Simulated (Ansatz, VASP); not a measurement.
# KI in VASP and in Ansatz

File INCAR:

```
SYSTEM = KI
PREC = Accurate
ENCUT = 520
EDIFF = 1E-8
ISMEAR = -1
SIGMA = 0.01
LREAL = .FALSE.
LASPH = .TRUE.
NELM = 80
ALGO = Normal
ISIF = 2
LWAVE = .FALSE.
LCHARG = .FALSE.
GGA = PE
LEFG = .TRUE.
NBANDS = 15
```

File KPOINTS:

```
regular mesh
0
G
  8 8 8
  0 0 0
```

File POSCAR:

```
KI
1.0
    0.0000000000      3.5245500000      3.5245500000
    3.5245500000      0.0000000000      3.5245500000
    3.5245500000      3.5245500000      0.0000000000
K I
1 1
Direct
    0.0000000000      0.0000000000      0.0000000000
    0.5000000000      0.5000000000      0.5000000000
```

Input for Ansatz:

```yaml
crystal:
  lattice:
    - [0.0, 3.52455, 3.52455]
    - [3.52455, 0.0, 3.52455]
    - [3.52455, 3.52455, 0.0]
  atoms:
    - { symbol: K, position: [0.0, 0.0, 0.0] }
    - { symbol: I, position: [0.5, 0.5, 0.5] }
kpoints:
  mp_grid: { grid: [8, 8, 8] }
  band_path:
    path:
      - [0.0, 0.0, 0.0]
      - [0.5, 0.0, 0.5]
      - [0.625, 0.25, 0.625]
      - [0.375, 0.375, 0.75]
      - [0.0, 0.0, 0.0]
      - [0.5, 0.5, 0.5]
      - [0.5, 0.25, 0.75]
      - [0.5, 0.0, 0.5]
    npoints: 8
scf:
  occupations: { method: fermi_dirac, width: 0.01 }
hamiltonian:
  xc: pbe
  pseudopotentials: { kind: paw }
output:
  forces: true
  stress: true
  eigenvalues: true
  efg: { contact_densities: true }
  populations: true
  bader: true
  dos: { projected: true, de: 0.2, e_range: [-14, 8] }
```

Alike in both runs: task electric field gradients; functional PBE; k mesh 8 × 8 × 8; occupations fermi-dirac, width 0.01 eV; no spin polarisation.

|  | VASP | Ansatz |
| --- | --- | --- |
| version | VASP 6.6.1 | Ansatz 0.2.0 |
| potentials or method | VASP PAW PBE potentials, release 64 (K_sv, I) | PAW with Ansatz's default frozen-core files, scalar-relativistic |
| plane-wave cutoff (eV) | 520 | 420 |
| valence electrons in the cell | 16 | 26 |

|  | VASP | Ansatz | Ansatz less VASP |
| --- | --- | --- | --- |
| gap on the k mesh at the Fermi level (eV) | 3.98 | 3.98 | +0.004 |
| pressure (GPa) | 0.7 | 0.7 | -0.03 |

The functional is the same, so the differences come from potentials, cutoffs and numerics. VASP's potentials hold 16 valence electrons a cell and Ansatz's 26, so a difference there can come from the potentials and not from the codes.

Neither program's run includes spin-orbit coupling.
